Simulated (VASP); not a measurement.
# Sn (Fd-3m) in VASP: further runs

Runs on Sn. Level: PBE. Tasks: single point, relaxation of cell and atoms.

Program: VASP 6.6.1. These are calculated values, not measurements. Logs are shortened: lines on timing, memory, paths and dates and some standing lists are left out, and cuts for length are marked.

**1. The cell of the first run**

The structure is cubic, space group Fd-3m (No. 227). The conventional cell has a = 6.614 Å, b = 6.614 Å, c = 6.614 Å, α = 90.00°, β = 90.00°, γ = 90.00°. Sn (site symmetry -43m) has 4 Sn at 2.86 Å within 3.8 Å.

**2. Single point, PBE (volume scaled by 0.98)**

INCAR reads:

```
SYSTEM = Sn
PREC     = Accurate       ! precision mode
ENCUT    = 520            ! plane-wave cutoff, eV
EDIFF    = 1E-6           ! SCF threshold, eV
ISMEAR   = -1             ! smearing method
SIGMA    = 0.15           ! smearing width, eV
LREAL    = .FALSE.        ! projectors in reciprocal space
LASPH    = .TRUE.         ! aspherical terms in the spheres
NELM     = 60             ! most SCF steps
ALGO     = Fast           ! electronic algorithm
ISIF     = 2              ! what is computed and relaxed
LWAVE    = .FALSE.        ! write WAVECAR
LCHARG   = .TRUE.         ! write CHGCAR
GGA      = PE             ! functional
LELF     = .TRUE.         ! ELF
LVHAR    = .TRUE.       
NBANDS   = 21             ! bands
```

KPOINTS reads:

```
regular mesh
0
G
  12 12 12
  0 0 0
```

POSCAR reads:

```
Sn
1.0
    0.0000000000      3.3071225074      3.3071225074
    3.3071225074      0.0000000000      3.3071225074
    3.3071225074      3.3071225074      0.0000000000
Sn
2
Direct
    0.5000000000      0.5000000000      0.5000000000
    0.7500000000      0.7500000000      0.7500000000
```

Potentials or basis: VASP PAW PBE potentials, release 64 (Sn_d).

Started as:

```
> cat potpaw_PBE.64/Sn_d/POTCAR > POTCAR
> mpirun -np 1 vasp_std > vasp.out
```

OUTCAR:

```text
SYSTEM = Sn
   PREC = Accurate
   ENCUT = 520
   EDIFF = 1E-6
   ISMEAR = -1
   LREAL = .FALSE.
   LASPH = .TRUE.
   NELM = 60
   ISIF = 2
   GGA = PE

 ion  position               nearest neighbor table
   1  0.500  0.500  0.500-   2 2.86   2 2.86   2 2.86   2 2.86
   2  0.750  0.750  0.750-   1 2.86   1 2.86   1 2.86   1 2.86

  LATTYP: Found a face centered cubic cell.
 ALAT       =     6.6142450148

  Lattice vectors:

 A1 = (   0.0000000000,   3.3071225074,   3.3071225074)
 A2 = (   3.3071225074,   0.0000000000,   3.3071225074)
 A3 = (   3.3071225074,   3.3071225074,   0.0000000000)

Analysis of symmetry for initial positions (statically):
=====================================================================
 Subroutine PRICEL returns:
 Original cell was already a primitive cell.

 Routine SETGRP: Setting up the symmetry group for a
 face centered cubic supercell.

 Subroutine GETGRP returns: Found 48 space group operations
 (whereof 24 operations were pure point group operations)
 out of a pool of 48 trial point group operations.

The static configuration has the point symmetry T_d .
 The point group associated with its full space group is O_h .

Analysis of symmetry for dynamics (positions and initial velocities):
=====================================================================
 Subroutine PRICEL returns:
 Original cell was already a primitive cell.

 Routine SETGRP: Setting up the symmetry group for a
 face centered cubic supercell.

 Subroutine GETGRP returns: Found 48 space group operations
 (whereof 24 operations were pure point group operations)
 out of a pool of 48 trial point group operations.

The dynamic configuration has the point symmetry T_d .
 The point group associated with its full space group is O_h .

 Subroutine INISYM returns: Found 48 space group operations
 (whereof 24 operations are pure point group operations),
 and found     1 'primitive' translations

----------------------------------------------------------------------------------------

                                     Primitive cell

  volume of cell :      72.3404

  direct lattice vectors                    reciprocal lattice vectors
     0.000000000  3.307122507  3.307122507    -0.151188835  0.151188835  0.151188835
     3.307122507  0.000000000  3.307122507     0.151188835 -0.151188835  0.151188835
     3.307122507  3.307122507  0.000000000     0.151188835  0.151188835 -0.151188835

  length of vectors
     4.676977502  4.676977502  4.676977502     0.261866744  0.261866744  0.261866744

  position of ions in fractional coordinates (direct lattice)
     0.500000000  0.500000000  0.500000000
     0.750000000  0.750000000  0.750000000

  ion indices of the primitive-cell ions
   primitive index   ion index
                 1           1
                 2           2

----------------------------------------------------------------------------------------

 KPOINTS: regular mesh

Automatic generation of k-mesh.
 Grid dimensions read from file:
 generate k-points for:   12   12   12

 Generating k-lattice:

  Cartesian coordinates                     Fractional coordinates (reciprocal lattice)
    -0.012599070  0.012599070  0.012599070     0.083333333  0.000000000  0.000000000
     0.012599070 -0.012599070  0.012599070     0.000000000  0.083333333  0.000000000
     0.012599070  0.012599070 -0.012599070     0.000000000  0.000000000  0.083333333

  Length of vectors
     0.021822229  0.021822229  0.021822229

  Shift w.r.t. Gamma in fractional coordinates (k-lattice)
     0.000000000  0.000000000  0.000000000

 Subroutine IBZKPT returns following result:
 ===========================================

 Found     72 irreducible k-points:

 Following reciprocal coordinates:
            Coordinates               Weight
  0.000000  0.000000  0.000000      1.000000
  0.083333  0.000000  0.000000      8.000000
  0.166667  0.000000  0.000000      8.000000
  0.250000  0.000000  0.000000      8.000000
  0.333333  0.000000  0.000000      8.000000
  0.416667  0.000000  0.000000      8.000000
[... 16 lines left out ...]
  0.500000  0.166667  0.000000     24.000000
 -0.416667  0.166667  0.000000     24.000000
 [... further k-points ...]
   k-points           NKPTS =     72   k-points in BZ     NKDIM =     72   number of bands    NBANDS=     21
   number of dos      NEDOS =    301   number of ions     NIONS =      2
   total plane-waves  NPLWV =  46656
   dimension x,y,z NGX =    36 NGY =   36 NGZ =   36
   dimension x,y,z NGXF=    72 NGYF=   72 NGZF=   72
   ions per type =               2
   NGX,Y,Z   is equivalent  to a cutoff of  12.80, 12.80, 12.80 a.u.
   NGXF,Y,Z  is equivalent  to a cutoff of  25.59, 25.59, 25.59 a.u.
 SYSTEM =  Sn
   PREC   = accura    normal or accurate (medium, high low for compatibility)
   ISTART =      0    job   : 0-new  1-cont  2-samecut
   ICHARG =      2    charge: 1-file 2-atom 10-const
   ISPIN  =      1    spin polarized calculation?
   LNONCOLLINEAR =      F non collinear calculations
   LSORBIT =      F    spin-orbit coupling
   LASPH  =      T    aspherical Exc in radial PAW
   ENCUT  =  520.0 eV  38.22 Ry    6.18 a.u.   8.70  8.70  8.70*2*pi/ulx,y,z
   NELM   =     60;   NELMIN=  2; NELMDL= -5     # of ELM steps
   EDIFF  = 0.1E-05   stopping-criterion for ELM
   LREAL  =      F    real-space projection
   EDIFFG = 0.1E-04   stopping-criterion for IOM
   NSW    =      0    number of steps for IOM
   IBRION =     -1    ionic relax: 0-MD 1-quasi-New 2-CG
   NFREE  =      0    steps in history (QN), initial steepest desc. (CG)
   ISIF   =      2    stress and relaxation
   ISYM   =      2    0-nonsym 1-usesym 2-fastsym
   POTIM  = 0.5000    time-step for ionic-motion
   TEBEG  =    0.0;   TEEND  =   0.0 temperature during run
   PSTRESS=    0.0 pullay stress
   NELECT =      28.0000    total number of electrons
   NUPDOWN=      -1.0000    fix difference up-down
   EMIN   =  10.00;   EMAX   =-10.00  energy-range for DOS
   EFERMI =   0.00;   METHOD = LEGACY
   ISMEAR =    -1;   SIGMA  =   0.15  broadening in eV -4-tet -1-fermi 0-gaus
   EFERMI_NEDOS =   21; number of points for ismear=-14 and -15
   IALGO  =     68    algorithm
   IMIX   =      4    mixing-type and parameters
     AMIX     =   0.40;   BMIX     =  1.00
     AMIX_MAG =   1.60;   BMIX_MAG =  1.00
  volume/ion in A,a.u.               =      36.17       244.09
  Fermi-wavevector in a.u.,A,eV,Ry     =   1.193074  2.254582 19.366867  1.423425
  Thomas-Fermi vector in A             =   2.329097
   LORBIT       =      0    0 simple, 1 ext, 2 COOP (PROOUT), +10 PAW based schemes
   GGA     = PE    functional components
   LHFCALC =     F    Hartree Fock is set to
   AEXX    =    0.0000 exact exchange contribution
   IVDW    =     0    specifies the selected vdW correction
   LEPSILON=     F    determine dielectric tensor
   LRPA    =     F    only Hartree local field effects (RPA)
 non-spin polarized calculation
 RMM-DIIS sequential band-by-band and
  energy-cutoff  :      520.00
  volume of cell :       72.34
 maximum number of plane-waves:      1964
   NGX = 17   NGY = 17   NGZ = 17

 number of electron      27.9999994 magnetization

 Free energy of the ion-electron system (eV)
  ---------------------------------------------------
  ext. energy  EPLUGINS =         0.00000000
  ---------------------------------------------------
  free energy    TOTEN  =        -7.69719177 eV

  energy without entropy =       -7.68044119  energy(sigma->0) =       -7.68881648

 E-fermi :   5.0923     XC(G=0):  -8.6297

 val. band max:        5.0108609349   @ k =   0.0833   0.0000   0.0000
 cond. band min:       5.1078865312   @ k =   0.3333   0.0000   0.0000
 fundamental gap:      0.0970255963
 Fermi energy:         5.0922923912

 k-point     1 :       0.0000    0.0000    0.0000
  band No.  band energies     occupation
      1     -16.5272      2.00000
      2     -16.5272      2.00000
      3     -16.5272      2.00000
      4     -16.4751      2.00000
      5     -16.4751      2.00000
      6     -16.2099      2.00000
[... 13 lines left out ...]
     20      12.8797      0.00000
     21      12.8801      0.00000

 k-point     2 :       0.0833    0.0000    0.0000
  band No.  band energies     occupation
      1     -16.5319      2.00000
      2     -16.5319      2.00000
      3     -16.5258      2.00000
      4     -16.4687      2.00000
      5     -16.4687      2.00000
      6     -16.2234      2.00000
[... 13 lines left out ...]
     20      12.3442      0.00000
     21      12.3443      0.00000

 k-point     3 :       0.1667    0.0000    0.0000
  band No.  band energies     occupation
      1     -16.5410      2.00000
      2     -16.5410      2.00000
      3     -16.5216      2.00000
      4     -16.4552      2.00000
      5     -16.4552      2.00000
      6     -16.2379      2.00000
[... 13 lines left out ...]
     20      11.9158      0.00000
     21      11.9158      0.00000

 k-point     4 :       0.2500    0.0000    0.0000
  band No.  band energies     occupation
      1     -16.5490      2.00000
      2     -16.5490      2.00000
      3     -16.5157      2.00000
      4     -16.4415      2.00000
      5     -16.4415      2.00000
      6     -16.2501      2.00000
[... 13 lines left out ...]
     20      11.8771      0.00000
     21      11.8771      0.00000

 k-point     5 :       0.3333    0.0000    0.0000
  band No.  band energies     occupation
      1     -16.5546      2.00000
      2     -16.5546      2.00000
      3     -16.5096      2.00000
      4     -16.4311      2.00000
      5     -16.4311      2.00000
      6     -16.2586      2.00000
[... 13 lines left out ...]
     20      12.2923      0.00000
     21      12.2923      0.00000

 k-point     6 :       0.4167    0.0000    0.0000
  band No.  band energies     occupation
      1     -16.5576      2.00000
      2     -16.5576      2.00000
      3     -16.5050      2.00000
      4     -16.4252      2.00000
      5     -16.4251      2.00000
      6     -16.2631      2.00000
[... 13 lines left out ...]
     20      13.0558      0.00000
     21      13.0558      0.00000

 k-point     7 :       0.5000    0.0000    0.0000
  band No.  band energies     occupation
      1     -16.5585      2.00000
      2     -16.5585      2.00000
      3     -16.5033      2.00000
      4     -16.4233      2.00000
      5     -16.4233      2.00000
      6     -16.2644      2.00000
[... 13 lines left out ...]
     20      13.4434      0.00000
     21      13.6729      0.00000
[... 291 lines left out ...]
      1     -16.5511      2.00000
      2     -16.5463      2.00000
      3     -16.5251      2.00000
      4     -16.4453      2.00000
      5     -16.4151      2.00000
      6     -16.2954      2.00000
[... 13 lines left out ...]
     20      12.2273      0.00000
     21      13.1033      0.00000

 k-point    21 :       0.3333    0.1667    0.0000
  band No.  band energies     occupation
      1     -16.5632      2.00000
      2     -16.5532      2.00000
      3     -16.5105      2.00000
      4     -16.4319      2.00000
      5     -16.4013      2.00000
      6     -16.3084      2.00000
[... 13 lines left out ...]
     20      12.6296      0.00000
     21      13.2609      0.00000

 k-point    22 :       0.4167    0.1667    0.0000
  band No.  band energies     occupation
      1     -16.5724      2.00000
      2     -16.5588      2.00000
      3     -16.4944      2.00000
      4     -16.4192      2.00000
      5     -16.3952      2.00000
      6     -16.3119      2.00000
[... 13 lines left out ...]
     20      13.0425      0.00000
     21      13.7873      0.00000

 k-point    23 :       0.5000    0.1667    0.0000
  band No.  band energies     occupation
      1     -16.5777      2.00000
      2     -16.5629      2.00000
      3     -16.4811      2.00000
      4     -16.4083      2.00000
      5     -16.3985      2.00000
      6     -16.3048      2.00000
[... 13 lines left out ...]
     20      13.5069      0.00000
     21      13.7816      0.00000

 k-point    24 :      -0.4167    0.1667    0.0000
  band No.  band energies     occupation
      1     -16.5784      2.00000
      2     -16.5653      2.00000
      3     -16.4748      2.00000
      4     -16.4089      2.00000
      5     -16.4009      2.00000
      6     -16.2888      2.00000
[... 13 lines left out ...]
     20      12.7706      0.00000
     21      12.9775      0.00000

 [... further k-points ...]
[... 5 lines left out ...]
  --------------------------------------------------------------------------------------
  -------------------------------------------------------------------------------------
  Total        0.3022324      0.3022324      0.3022324      0.0000000      0.0000000      0.0000000
  in kB        6.6937705      6.6937705      6.6937705      0.0000000      0.0000000      0.0000000
  external PRESSURE =       6.6937705 kB  Pullay stress =       0.0000000 kB

 VOLUME and BASIS-vectors are now :
 -----------------------------------------------------------------------------
  energy-cutoff  :      520.00
  volume of cell :       72.34
      direct lattice vectors                 reciprocal lattice vectors
     0.000000000  3.307122507  3.307122507    -0.151188835  0.151188835  0.151188835
     3.307122507  0.000000000  3.307122507     0.151188835 -0.151188835  0.151188835
     3.307122507  3.307122507  0.000000000     0.151188835  0.151188835 -0.151188835

 POSITION                                       TOTAL-FORCE (eV/Angst)
 -----------------------------------------------------------------------------------
      3.30712      3.30712      3.30712        -0.000000     -0.000000     -0.000000
      4.96068      4.96068      4.96068         0.000000      0.000000      0.000000
 -----------------------------------------------------------------------------------
    total drift:                                0.000000      0.000000      0.000000

  FREE ENERGIE OF THE ION-ELECTRON SYSTEM (eV)
  ---------------------------------------------------
  free  energy   TOTEN  =        -7.6971917744 eV

  energy  without entropy=       -7.6804411864  energy(sigma->0) =       -7.68881648
```

Wall time 94 s (1 thread of Intel Xeon Platinum 8259CL at 2.50GHz (Skylake/Cascade Lake), shared host); peak memory 0.25 GiB.

Results:

```yaml
Free_energy: -7.6972 eV
Pressure: 0.7 GPa
Band_gap_on_the_k_mesh: zero (band 14 reaches 5.14 eV, above the bottom of band 15 at 4.94 eV)
```

Caveat: spin-orbit coupling is left out, which moves the levels of the heavy elements.

[end of part 1 of 2]
